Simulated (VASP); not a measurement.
Input of a VASP 6.6.1 run:

INCAR

```
PREC     = Accurate       # precision mode
ENCUT    = 520            # plane-wave cutoff, eV
EDIFF    = 1E-7           # SCF threshold, eV
ISMEAR   = -1             # smearing method
SIGMA    = 0.06122561905347299 # smearing width, eV
LREAL    = F              # projectors in reciprocal space
LASPH    = T              # aspherical terms in the spheres
NELM     = 60             # most SCF steps
ALGO     = Normal         # electronic algorithm
ISIF     = 2              # what is computed and relaxed
LWAVE    = F              # write WAVECAR
LCHARG   = T              # write CHGCAR
GGA      = PE             # functional
LELF     = T              # ELF
LVHAR    = T            
NBANDS   = 14             # bands
```

File KPOINTS:

```
Automatic mesh
0
Gamma
  35 35 35
```

The input POSCAR:

```
IO
1.0
    0.0000000000      2.6141463851      2.6141463851
    2.6141463851      0.0000000000      2.6141463851
    2.6141463851      2.6141463851      0.0000000000
I O
1 1
Direct
    0.0000000000      0.0000000000      0.0000000000
    0.5000000000      0.5000000000      0.5000000000
```

Potentials or basis: VASP PAW PBE potentials, release 64 (I, O).

Launch:

```sh
$ cat potpaw_PBE.64/I/POTCAR potpaw_PBE.64/O/POTCAR > POTCAR
$ mpirun -np 1 vasp_std > vasp.out
```

Question: Predict the pressure.

Answer: 5.2 GPa.

Caveat: an odd number of electrons without spin polarisation forces a metal; a magnetic or distorted state may lie lower.
